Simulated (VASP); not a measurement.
ScGa3P4: single point with PBEsol

ScGa3P4:

```
Sc Ga P
1.0
     3.69005   -5.12064    0.00000
     3.69005    5.12064    0.00000
     0.00000    0.00000    3.61286
Sc Ga P
1 3 4
Direct
  0.50000 0.50000 0.00000
  0.00000 0.50000 0.50000
  0.50000 0.00000 0.50000
  0.00000 0.00000 0.00000
  0.23935 0.76065 0.00000
  0.75539 0.75539 0.50000
  0.24461 0.24461 0.50000
  0.76065 0.23935 0.00000
```

```
Program             : VASP 6.6.1
Task                : single point
Functional          : PBEsol
Potentials or basis : VASP PAW PBE potentials, release 64 (Sc_sv, Ga_d, P)
Cutoff              : 520 eV
k mesh              : 4 × 4 × 6
Occupations         : fermi-dirac, width 0.03 eV
Spin                : no spin polarisation
```

```yaml
Pressure: 0.1 GPa
Largest_force: 0.014 eV/Å
Band_gap_on_the_k_mesh: zero (bands 35 and 36 overlap by 1.13 eV)
```

Forces on the atoms (eV/Å):
```
Sc   0.000  0.000  0.000
Ga   0.000  0.000  0.000
Ga   0.000  0.000  0.000
Ga   0.000  0.000  0.000
P    0.000  0.009  0.000
P    0.014  0.000  0.000
P   -0.014  0.000  0.000
P    0.000 -0.009  0.000
```

Levels at points of the mesh, in eV from the Fermi level:
```csv
k point,band 31,band 32,band 33,band 34,band 35,band 36,band 37,band 38,band 39,band 40
"(0.00, 0.00, 0.00)",-1.14,-0.03,-0.01,0.14,0.17,0.38,0.69,2.10,2.55,2.66
"(0.50, 0.00, 0.00)",-1.09,-0.70,-0.54,0.35,0.45,0.78,0.97,1.52,2.16,2.59
"(0.50, 0.50, 0.00)",-1.61,-1.34,-1.15,-1.14,0.10,0.28,1.14,1.68,2.66,2.82
"(0.00, 0.00, 0.50)",-3.76,-2.86,-2.55,-1.41,-0.02,0.54,2.19,2.54,2.64,2.72
"(0.50, 0.00, 0.50)",-2.60,-2.29,-1.94,-1.01,-0.54,-0.51,0.02,1.65,1.79,2.48
"(0.50, 0.50, 0.50)",-2.23,-2.18,-1.34,-1.10,-0.20,0.03,0.26,1.05,1.08,2.77
```

Run time: 2.1 min on 1 thread of AMD EPYC 7R13 Processor (Zen 3), on a shared host, peak memory 0.29 GiB.

Caveat: the PAW data sets were made with another functional, which shifts forces and pressure a little.
